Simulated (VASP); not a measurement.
# CsPbCl3 (C2) in VASP: a series of runs

CsPbCl3 is run at these levels: PBEsol; tasks: single point.

Program: VASP 6.6.1. These are calculated values, not measurements. Logs are shortened: lines on timing, memory, paths and dates and some standing lists are left out, and cuts for length are marked.

### 1 The cell of the first run

Symmetry: C2, No. 5, monoclinic system. Conventional cell: a = 8.050 Å, b = 8.006 Å, c = 5.677 Å, α = 90.00°, β = 90.44°, γ = 90.00°. Within 5.0 Å of Cs (site symmetry 2) lie 12 Cl at 3.71 to 4.31 Å and 8 Pb at 4.91 to 4.94 Å. Pb (site symmetry 2) has 6 Cl at 2.65 to 3.07 Å within 3.5 Å. Within 3.7 Å of Cl (site symmetry 2) lie 2 Pb at 2.84 Å. Cl (site symmetry 1) has 2 Pb at 2.65 to 3.07 Å within 3.5 Å.

### 2 Single point, PBEsol

INCAR

```
SYSTEM = CsPbCl3
PREC = Accurate
ENCUT = 520
EDIFF = 1E-6
ISMEAR = 0
SIGMA = 0.05
LREAL = .False.
LASPH = .True.
NELM = 100
ALGO = Normal
ISIF = 2
LWAVE = .False.
LCHARG = .True.
GGA = PS
LELF = .True.
LVHAR = .True.
NBANDS = 30
```

KPOINTS

```
Automatic mesh
0
Gamma
  6 6 6
  0 0 0
```

POSCAR

```
CsPbCl3
1.0
    4.0031551156      2.3112226836      3.2955554574
   -4.0031551156      2.3112226836      3.2955554574
    0.0000000000     -4.6224453672      3.2955554574
Cs Pb Cl
1 1 3
Direct
    0.5000000000      0.5000000000      0.5000000000
    0.0000000000      0.0000000000      0.0000000000
    0.5000000000     -0.0188701441      1.0188701441
    0.0186003000      0.9439292559      0.5374704441
    0.9813997000      0.4625295559      0.0560707441
```

Potentials or basis: VASP PAW PBE potentials, release 64 (Cs_sv, Pb_d, Cl).

On the command line:

```console
cat potpaw_PBE.64/Cs_sv/POTCAR potpaw_PBE.64/Pb_d/POTCAR potpaw_PBE.64/Cl/POTCAR > POTCAR
mpirun -np 1 vasp_std > vasp.out
```

OUTCAR:

```text
SYSTEM = CsPbCl3
   PREC = Accurate
   ENCUT = 520
   EDIFF = 1E-6
   ISMEAR = 0
   LREAL = .False.
   LASPH = .True.
   NELM = 100
   ISIF = 2
   GGA = PS

 ion  position               nearest neighbor table
   1  0.500  0.500  0.500-
   2  0.000  0.000  0.000-   5 2.65   4 2.65   3 2.84   3 2.84   5 3.07   4 3.07
   3  0.500  0.981  0.019-   2 2.84   2 2.84
   4  0.019  0.944  0.537-   2 2.65   2 3.07
   5  0.981  0.463  0.056-   2 2.65   2 3.07

  LATTYP: Found a trigonal (rhomboedric) cell.
 ALAT       =     5.6769434510
 COS(alpha) =     0.0054979182

  Lattice vectors:

 A1 = (   4.0031551156,   2.3112226836,   3.2955554574)
 A2 = (  -4.0031551156,   2.3112226836,   3.2955554574)
 A3 = (   0.0000000000,  -4.6224453672,   3.2955554574)

Analysis of symmetry for initial positions (statically):
=====================================================================
 Subroutine PRICEL returns:
 Original cell was already a primitive cell.

 Routine SETGRP: Setting up the symmetry group for a
 trigonal (rhombohedral) supercell.

 Subroutine GETGRP returns: Found  2 space group operations
 (whereof  2 operations were pure point group operations)
 out of a pool of 12 trial point group operations.

The static configuration has the point symmetry C_2 .

Analysis of symmetry for dynamics (positions and initial velocities):
=====================================================================
 Subroutine PRICEL returns:
 Original cell was already a primitive cell.

 Routine SETGRP: Setting up the symmetry group for a
 trigonal (rhombohedral) supercell.

 Subroutine GETGRP returns: Found  2 space group operations
 (whereof  2 operations were pure point group operations)
 out of a pool of 12 trial point group operations.

The dynamic configuration has the point symmetry C_2 .

 Subroutine INISYM returns: Found  2 space group operations
 (whereof  2 operations are pure point group operations),
 and found     1 'primitive' translations

----------------------------------------------------------------------------------------

                                     Primitive cell

  volume of cell :     182.9465

  direct lattice vectors                    reciprocal lattice vectors
     4.003155116  2.311222684  3.295555457     0.124901480  0.072111903  0.101146328
    -4.003155116  2.311222684  3.295555457    -0.124901480  0.072111903  0.101146328
     0.000000000 -4.622445367  3.295555457     0.000000000 -0.144223807  0.101146328

  length of vectors
     5.676943451  5.676943451  5.676943451     0.176156425  0.176156425  0.176156425

  position of ions in fractional coordinates (direct lattice)
     0.500000000  0.500000000  0.500000000
     0.000000000  0.000000000  0.000000000
     0.500000000  0.981129856  0.018870144
     0.018600300  0.943929256  0.537470444
     0.981399700  0.462529556  0.056070744

  ion indices of the primitive-cell ions
   primitive index   ion index
                 1           1
                 2           2
                 3           3
                 4           4
                 5           5

----------------------------------------------------------------------------------------

 KPOINTS: Automatic mesh

Automatic generation of k-mesh.
 Grid dimensions read from file:
 generate k-points for:    6    6    6

 Generating k-lattice:

  Cartesian coordinates                     Fractional coordinates (reciprocal lattice)
     0.020816913  0.012018651  0.016857721     0.166666667 -0.000000000  0.000000000
    -0.020816913  0.012018651  0.016857721    -0.000000000  0.166666667  0.000000000
     0.000000000 -0.024037301  0.016857721     0.000000000  0.000000000  0.166666667

  Length of vectors
     0.029359404  0.029359404  0.029359404

  Shift w.r.t. Gamma in fractional coordinates (k-lattice)
     0.000000000  0.000000000  0.000000000

 Subroutine IBZKPT returns following result:
 ===========================================

 Found     68 irreducible k-points:

 Following reciprocal coordinates:
            Coordinates               Weight
  0.000000  0.000000  0.000000      1.000000
  0.166667 -0.000000  0.000000      2.000000
 -0.000000  0.166667  0.000000      4.000000
  0.333333  0.000000  0.000000      2.000000
  0.000000  0.333333  0.000000      4.000000
  0.500000 -0.000000 -0.000000      1.000000
[... 16 lines left out ...]
  0.500000  0.333333  0.000000      4.000000
  0.000000  0.500000  0.333333      4.000000
 [... further k-points ...]
   k-points           NKPTS =     68   k-points in BZ     NKDIM =     68   number of bands    NBANDS=     30
   number of dos      NEDOS =    301   number of ions     NIONS =      5
   total plane-waves  NPLWV =  74088
   dimension x,y,z NGX =    42 NGY =   42 NGZ =   42
   dimension x,y,z NGXF=    84 NGYF=   84 NGZF=   84
   ions per type =               1   1   3
   NGX,Y,Z   is equivalent  to a cutoff of  12.30, 12.30, 12.30 a.u.
   NGXF,Y,Z  is equivalent  to a cutoff of  24.60, 24.60, 24.60 a.u.
 SYSTEM =  CsPbCl3
   PREC   = accura    normal or accurate (medium, high low for compatibility)
   ISTART =      0    job   : 0-new  1-cont  2-samecut
   ICHARG =      2    charge: 1-file 2-atom 10-const
   ISPIN  =      1    spin polarized calculation?
   LNONCOLLINEAR =      F non collinear calculations
   LSORBIT =      F    spin-orbit coupling
   LASPH  =      T    aspherical Exc in radial PAW
   ENCUT  =  520.0 eV  38.22 Ry    6.18 a.u.  10.56 10.56 10.56*2*pi/ulx,y,z
   NELM   =    100;   NELMIN=  2; NELMDL= -5     # of ELM steps
   EDIFF  = 0.1E-05   stopping-criterion for ELM
   LREAL  =      F    real-space projection
   EDIFFG = 0.1E-04   stopping-criterion for IOM
   NSW    =      0    number of steps for IOM
   IBRION =     -1    ionic relax: 0-MD 1-quasi-New 2-CG
   NFREE  =      0    steps in history (QN), initial steepest desc. (CG)
   ISIF   =      2    stress and relaxation
   ISYM   =      2    0-nonsym 1-usesym 2-fastsym
   POTIM  = 0.5000    time-step for ionic-motion
   TEBEG  =    0.0;   TEEND  =   0.0 temperature during run
   PSTRESS=    0.0 pullay stress
   NELECT =      44.0000    total number of electrons
   NUPDOWN=      -1.0000    fix difference up-down
   EMIN   =  10.00;   EMAX   =-10.00  energy-range for DOS
   EFERMI =   0.00;   METHOD = LEGACY
   ISMEAR =     0;   SIGMA  =   0.05  broadening in eV -4-tet -1-fermi 0-gaus
   EFERMI_NEDOS =   21; number of points for ismear=-14 and -15
   IALGO  =     38    algorithm
   IMIX   =      4    mixing-type and parameters
     AMIX     =   0.40;   BMIX     =  1.00
     AMIX_MAG =   1.60;   BMIX_MAG =  1.00
  volume/ion in A,a.u.               =      36.59       246.92
  Fermi-wavevector in a.u.,A,eV,Ry     =   1.018086  1.923903 14.102420  1.036499
  Thomas-Fermi vector in A             =   2.151523
   LORBIT       =      0    0 simple, 1 ext, 2 COOP (PROOUT), +10 PAW based schemes
   GGA     = PS    functional components
   LHFCALC =     F    Hartree Fock is set to
   AEXX    =    0.0000 exact exchange contribution
   IVDW    =     0    specifies the selected vdW correction
   LEPSILON=     F    determine dielectric tensor
   LRPA    =     F    only Hartree local field effects (RPA)
 non-spin polarized calculation
 Gauss-broadening in eV      SIGMA  =   0.05
  energy-cutoff  :      520.00
  volume of cell :      182.95
 maximum number of plane-waves:      4950
   NGX = 21   NGY = 21   NGZ = 21

 number of electron      44.0000009 magnetization

 Free energy of the ion-electron system (eV)
  ---------------------------------------------------
  ext. energy  EPLUGINS =         0.00000000
  ---------------------------------------------------
  free energy    TOTEN  =       -18.28333659 eV

  energy without entropy =      -18.28333659  energy(sigma->0) =      -18.28333659

 E-fermi :   1.4308     XC(G=0):  -7.8220

 val. band max:        1.2212300784   @ k =   0.5000   0.5000   0.5000
 cond. band min:       3.3166088560   @ k =   0.5000   0.5000   0.5000
 fundamental gap:      2.0953787776
 Fermi energy:         1.4307548141

 k-point     1 :       0.0000    0.0000    0.0000
  band No.  band energies     occupation
      1     -19.8932      2.00000
      2     -15.3161      2.00000
      3     -15.2886      2.00000
      4     -15.0761      2.00000
      5     -15.0723      2.00000
      6     -15.0560      2.00000
[... 22 lines left out ...]
     29       7.4125      0.00000
     30       7.5056      0.00000

 k-point     2 :       0.1667   -0.0000    0.0000
  band No.  band energies     occupation
      1     -19.8926      2.00000
      2     -15.3161      2.00000
      3     -15.2689      2.00000
      4     -15.0766      2.00000
      5     -15.0721      2.00000
      6     -15.0563      2.00000
[... 22 lines left out ...]
     29       7.0504      0.00000
     30       7.4228      0.00000

 k-point     3 :      -0.0000    0.1667    0.0000
  band No.  band energies     occupation
      1     -19.8927      2.00000
      2     -15.3057      2.00000
      3     -15.2800      2.00000
      4     -15.0763      2.00000
      5     -15.0732      2.00000
      6     -15.0562      2.00000
[... 22 lines left out ...]
     29       7.0323      0.00000
     30       7.4995      0.00000

 k-point     4 :       0.3333    0.0000    0.0000
  band No.  band energies     occupation
      1     -19.8916      2.00000
      2     -15.3160      2.00000
      3     -15.2286      2.00000
      4     -15.0776      2.00000
      5     -15.0715      2.00000
      6     -15.0568      2.00000
[... 616 lines left out ...]
     29       7.1761      0.00000
     30       7.5806      0.00000

 k-point    23 :       0.5000    0.3333    0.0000
  band No.  band energies     occupation
      1     -19.8900      2.00000
      2     -15.2833      2.00000
      3     -15.1761      2.00000
      4     -15.0786      2.00000
      5     -15.0739      2.00000
      6     -15.0575      2.00000
[... 22 lines left out ...]
     29       7.4885      0.00000
     30       7.5940      0.00000

 k-point    24 :       0.0000    0.5000    0.3333
  band No.  band energies     occupation
      1     -19.8902      2.00000
      2     -15.2545      2.00000
      3     -15.2071      2.00000
      4     -15.0805      2.00000
      5     -15.0772      2.00000
      6     -15.0573      2.00000
[... 22 lines left out ...]
     29       7.4102      0.00000
     30       7.6305      0.00000

 [... further k-points ...]

------------------------ aborting loop because EDIFF is reached ----------------------------------------

  FORCE on cell =-STRESS in cart. coord.  units (eV):
  Direction    XX          YY          ZZ          XY          YZ          ZX
  --------------------------------------------------------------------------------------
  -------------------------------------------------------------------------------------
  Total       -0.2104117     -0.0370175     -0.1847459     -0.1501638     -0.1570307     -0.2719852
  in kB       -1.8427075     -0.3241856     -1.6179357     -1.3150786     -1.3752164     -2.3819449
  external PRESSURE =      -1.2616096 kB  Pullay stress =       0.0000000 kB

 VOLUME and BASIS-vectors are now :
 -----------------------------------------------------------------------------
  energy-cutoff  :      520.00
  volume of cell :      182.95
      direct lattice vectors                 reciprocal lattice vectors
     4.003155116  2.311222684  3.295555457     0.124901480  0.072111903  0.101146328
    -4.003155116  2.311222684  3.295555457    -0.124901480  0.072111903  0.101146328
     0.000000000 -4.622445367  3.295555457     0.000000000 -0.144223807  0.101146328

 POSITION                                       TOTAL-FORCE (eV/Angst)
 -----------------------------------------------------------------------------------
      0.00000      0.00000      4.94333        -0.027918      0.048356     -0.000000
      0.00000      0.00000      0.00000         0.358705     -0.621295     -0.000000
     -1.92604      3.33599      4.94333        -0.008147      0.014111     -0.000000
     -3.70424     -0.25981      4.94333        -0.025565      0.357792     -0.243273
      2.07712      3.07806      4.94333        -0.297075      0.201036      0.243273
 -----------------------------------------------------------------------------------
    total drift:                                0.000074     -0.000127     -0.000000

  FREE ENERGIE OF THE ION-ELECTRON SYSTEM (eV)
  ---------------------------------------------------
  free  energy   TOTEN  =       -18.2833365940 eV

  energy  without entropy=      -18.2833365940  energy(sigma->0) =      -18.28333659
```

Wall time 4.6 min (1 thread of Intel Xeon Platinum 8488C (Sapphire Rapids), shared host); peak memory 0.48 GiB.

Results:

| Quantity | Value |
| --- | --- |
| Free energy | -18.2833 eV |
| Pressure | -0.1 GPa |
| Largest force | 0.717 eV/Å |
| Band gap on the k mesh | 2.10 eV |

Forces on the atoms (eV/Å):
```
Cs  -0.028  0.048  0.000
Pb   0.359 -0.621  0.000
Cl  -0.008  0.014  0.000
Cl  -0.026  0.358 -0.243
Cl  -0.297  0.201  0.243
```

Caveat: the cell differs from its parent crystal (all Cl atoms moved -0.300 Å, as atom 3 towards its neighbour atom 1 (Cs) at 3.854 Å); the PAW data sets were made with another functional, which shifts forces and pressure a little; spin-orbit coupling is left out, which moves the levels of the heavy elements. A k mesh can miss the band edges.

### 3 Single point, PBEsol

INCAR

```
SYSTEM = CsPbCl3
PREC = Accurate ; ENCUT = 520
EDIFF = 1E-6 ; ISMEAR = 0
SIGMA = 0.05 ; LREAL = .False.
LASPH = .True. ; NELM = 80
ALGO = Normal ; ISIF = 2
LWAVE = .False. ; LCHARG = .False.
GGA = PS ; NBANDS = 30
```

KPOINTS is that of step 2.

POSCAR

```
CsPbCl3
1.0
    4.0031551156      2.3112226836      3.2955554574
   -4.0031551156      2.3112226836      3.2955554574
    0.0000000000     -4.6224453672      3.2955554574
Cs Pb Cl
1 1 3
Direct
    0.5000000000      0.5000000000      0.5000000000
    0.0000000000      0.0000000000      0.0000000000
    0.5000000000      0.0467031331      0.9532968669
    0.0186003000      1.0095025331      0.4718971669
    0.9813997000      0.5281028331     -0.0095025331
```

Potentials or basis: VASP PAW PBE potentials, release 64 (Cs_sv, Pb_d, Cl).

On the command line:

```console
cat potpaw_PBE.64/Cs_sv/POTCAR potpaw_PBE.64/Pb_d/POTCAR potpaw_PBE.64/Cl/POTCAR > POTCAR
mpirun -np 1 vasp_std > vasp.out
```

It took 3.3 min on 1 thread of Intel Xeon Platinum 8488C (Sapphire Rapids), shared host; peak memory 0.47 GiB.

The run converged. Its results:

| Property | Result |
| --- | --- |
| Free energy | -18.3209 eV |
| Pressure | -0.4 GPa |
| Largest force | 0.497 eV/Å |
| Band gap on the k mesh | 2.06 eV |

Forces in eV/Å, atoms in the order of the input:
```
Cs   0.014 -0.023  0.000
Pb  -0.249  0.431  0.000
Cl   0.036 -0.062  0.000
Cl   0.003 -0.229  0.154
Cl   0.196 -0.117 -0.154
```

Stress tensor (GPa, compression positive):
```
-0.51 -0.24 -0.26
-0.24 -0.24 -0.15
-0.26 -0.15 -0.44
```

Levels at points of the mesh, in eV from the valence-band top:
| k point | band 20 | band 21 | band 22 | band 23 | band 24 | band 25 |
| --- | --- | --- | --- | --- | --- | --- |
| (0.00, 0.00, 0.00) | -2.23 | -2.22 | -2.21 | 3.43 | 4.50 | 4.52 |
| (0.50, 0.00, 0.00) | -2.36 | -2.30 | -1.42 | 3.09 | 4.85 | 5.38 |
| (0.00, 0.50, 0.00) | -2.33 | -2.28 | -1.53 | 3.12 | 4.81 | 4.95 |
| (0.50, 0.50, 0.00) | -2.41 | -1.93 | -0.71 | 2.64 | 2.73 | 5.02 |
| (0.00, 0.50, 0.50) | -2.47 | -1.97 | -0.72 | 2.62 | 2.70 | 4.75 |
| (0.50, 0.50, 0.50) | -1.95 | -1.90 | 0.00 | 2.06 | 2.18 | 2.20 |

Caveat: the cell differs from its parent crystal (all Cl atoms moved +0.225 Å, as atom 3 towards its neighbour atom 1 (Cs) at 3.854 Å); the PAW data sets were made with another functional, which shifts forces and pressure a little; spin-orbit coupling is left out, which moves the levels of the heavy elements.
